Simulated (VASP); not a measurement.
# B12W (Fm-3m) in VASP: further runs, part 2 of 2

VASP 6.6.1.

### 3 Single point, PBE

This run uses another cell than the first one, of 10.25 Å³/atom.

INCAR reads:

```
PREC = Accurate
ENCUT = 520
EDIFF = 1E-7
ISMEAR = 0
SIGMA = 0.1
LREAL = False
LASPH = True
NELM = 60
ALGO = Normal
ISIF = 2
LWAVE = False
LCHARG = True
GGA = PE
LELF = True
LVHAR = True
NBANDS = 37
```

KPOINTS reads:

```
regular mesh
0
Gamma
  4 4 4
```

POSCAR reads:

```
B12W
1.0
    0.0000000000      4.0545534184      4.0545534184
    4.0545534184      0.0000000000      4.0545534184
    4.0545534184      4.0545534184      0.0000000000
B W
12 1
Direct
    0.0987994661      0.4012005339      0.4012005339
    0.4012005339      0.0987994661      0.0987994661
    0.4012005339      0.0987994661      0.4012005339
    0.0987994661      0.4012005339      0.0987994661
    0.4012005339      0.4012005339      0.0987994661
    0.0987994661      0.0987994661      0.4012005339
    0.9012005339      0.5987994661      0.5987994661
    0.5987994661      0.9012005339      0.9012005339
    0.5987994661      0.9012005339      0.5987994661
    0.9012005339      0.5987994661      0.9012005339
    0.5987994661      0.5987994661      0.9012005339
    0.9012005339      0.9012005339      0.5987994661
    0.0000000000      0.0000000000      0.0000000000
```

Potentials or basis: VASP PAW PBE potentials, release 64 (B, W_sv).

Command:

```
$ cat potpaw_PBE.64/B/POTCAR potpaw_PBE.64/W_sv/POTCAR > POTCAR
$ mpirun -np 1 vasp_std > vasp.out
```

OUTCAR:

```text
PREC = Accurate
   ENCUT = 520
   EDIFF = 1E-7
   ISMEAR = 0
   LREAL = False
   LASPH = True
   NELM = 60
   ISIF = 2
   GGA = PE

 ion  position               nearest neighbor table
   1  0.099  0.401  0.401-   7 1.60   4 1.73   5 1.73   6 1.73   3 1.73
   2  0.401  0.099  0.099-   8 1.60   4 1.73   5 1.73   6 1.73   3 1.73
   3  0.401  0.099  0.401-   9 1.60   2 1.73   5 1.73   6 1.73   1 1.73
   4  0.099  0.401  0.099-  10 1.60   2 1.73   5 1.73   6 1.73   1 1.73
   5  0.401  0.401  0.099-  11 1.60   2 1.73   3 1.73   4 1.73   1 1.73
[... 537 lines left out ...]
  energy-cutoff  :      520.00
  volume of cell :      133.31
      direct lattice vectors                 reciprocal lattice vectors
     0.000000000  4.054553418  4.054553418    -0.123318143  0.123318143  0.123318143
     4.054553418  0.000000000  4.054553418     0.123318143 -0.123318143  0.123318143
     4.054553418  4.054553418  0.000000000     0.123318143  0.123318143 -0.123318143

 POSITION                                       TOTAL-FORCE (eV/Angst)
 -----------------------------------------------------------------------------------
      3.25338      2.02728      2.02728         0.021349     -0.000000     -0.000000
      0.80118      2.02728      2.02728        -0.021349     -0.000000     -0.000000
      2.02728      3.25338      2.02728        -0.000000      0.021349     -0.000000
      2.02728      0.80118      2.02728        -0.000000     -0.021349     -0.000000
      2.02728      2.02728      3.25338        -0.000000     -0.000000      0.021349
      2.02728      2.02728      0.80118        -0.000000     -0.000000     -0.021349
      4.85573      6.08183      6.08183        -0.021349     -0.000000     -0.000000
      7.30793      6.08183      6.08183         0.021349     -0.000000     -0.000000
      6.08183      4.85573      6.08183        -0.000000     -0.021349     -0.000000
      6.08183      7.30793      6.08183        -0.000000      0.021349     -0.000000
      6.08183      6.08183      4.85573        -0.000000     -0.000000     -0.021349
      6.08183      6.08183      7.30793        -0.000000     -0.000000      0.021349
      0.00000      0.00000      0.00000        -0.000000     -0.000000     -0.000000
 -----------------------------------------------------------------------------------
    total drift:                                0.000000      0.000000      0.000000

  FREE ENERGIE OF THE ION-ELECTRON SYSTEM (eV)
  ---------------------------------------------------
  free  energy   TOTEN  =       -86.0077090881 eV

  energy  without entropy=      -85.9740260782  energy(sigma->0) =      -85.99086758
```

OSZICAR:

```text
N       E                     dE             d eps       ncg     rms          rms(c)
DAV:   1     0.260579317119E+03    0.26058E+03   -0.23418E+04   592   0.127E+03
DAV:   2    -0.947872804269E+02   -0.35537E+03   -0.33799E+03   736   0.312E+02
DAV:   3    -0.111932040461E+03   -0.17145E+02   -0.16947E+02   768   0.651E+01
DAV:   4    -0.112204356585E+03   -0.27232E+00   -0.27167E+00   760   0.840E+00
DAV:   5    -0.112209872136E+03   -0.55156E-02   -0.55139E-02   729   0.121E+00    0.203E+01
DAV:   6    -0.918568172568E+02    0.20353E+02   -0.10111E+02   592   0.307E+01    0.189E+01
DAV:   7    -0.891953147034E+02    0.26615E+01   -0.26417E+01   642   0.335E+01    0.917E+00
DAV:   8    -0.860267837772E+02    0.31685E+01   -0.88202E+00   665   0.109E+01    0.208E+00
DAV:   9    -0.860021851374E+02    0.24599E-01   -0.34997E-01   678   0.255E+00    0.935E-01
DAV:  10    -0.860074455357E+02   -0.52604E-02   -0.35631E-02   655   0.931E-01    0.332E-01
DAV:  11    -0.860065508166E+02    0.89472E-03   -0.11406E-02   670   0.504E-01    0.135E-01
DAV:  12    -0.860078121242E+02   -0.12613E-02   -0.23152E-03   653   0.241E-01    0.805E-02
DAV:  13    -0.860077124943E+02    0.99630E-04   -0.59615E-04   670   0.124E-01    0.300E-02
DAV:  14    -0.860077132694E+02   -0.77518E-06   -0.62926E-05   653   0.396E-02    0.175E-02
DAV:  15    -0.860077090390E+02    0.42304E-05   -0.14946E-05   667   0.205E-02    0.224E-03
DAV:  16    -0.860077091767E+02   -0.13766E-06   -0.12906E-06   726   0.545E-03    0.155E-03
DAV:  17    -0.860077090881E+02    0.88563E-07   -0.80629E-08   446   0.178E-03
   1 F= -.86007709E+02 E0= -.85990868E+02  d E =-.336830E-01
```

It took 33 s on 1 thread of Intel Xeon 6975P-C (Granite Rapids), shared host; peak memory 0.32 GiB.

What came out:

```
Free energy            : -86.0077 eV
Pressure               : 0.2 GPa
Largest force          : 0.021 eV/Å
Band gap on the k mesh : zero (bands 25 and 26 overlap by 0.18 eV)
```

Forces on the atoms (eV/Å):
```
B    0.021  0.000  0.000
B   -0.021  0.000  0.000
B    0.000  0.021  0.000
B    0.000 -0.021  0.000
B    0.000  0.000  0.021
B    0.000  0.000 -0.021
B   -0.021  0.000  0.000
B    0.021  0.000  0.000
B    0.000 -0.021  0.000
B    0.000  0.021  0.000
B    0.000  0.000 -0.021
B    0.000  0.000  0.021
W    0.000  0.000  0.000
```

Levels at points of the mesh, in eV from the Fermi level:
| k point | band 21 | band 22 | band 23 | band 24 | band 25 | band 26 | band 27 | band 28 | band 29 | band 30 |
| --- | --- | --- | --- | --- | --- | --- | --- | --- | --- | --- |
| (0.00, 0.00, 0.00) | -0.85 | -0.54 | -0.54 | -0.54 | 0.07 | 0.07 | 1.56 | 1.71 | 1.71 | 1.71 |
| (0.50, 0.00, 0.00) | -2.08 | -1.97 | -1.97 | -1.57 | 0.02 | 0.02 | 0.49 | 1.09 | 1.09 | 3.51 |
| (0.50, 0.50, 0.00) | -1.57 | -1.43 | -1.16 | -1.16 | 0.18 | 0.24 | 0.73 | 1.22 | 1.22 | 2.75 |

Caveat: spin-orbit coupling is left out, which moves the levels of the heavy elements.
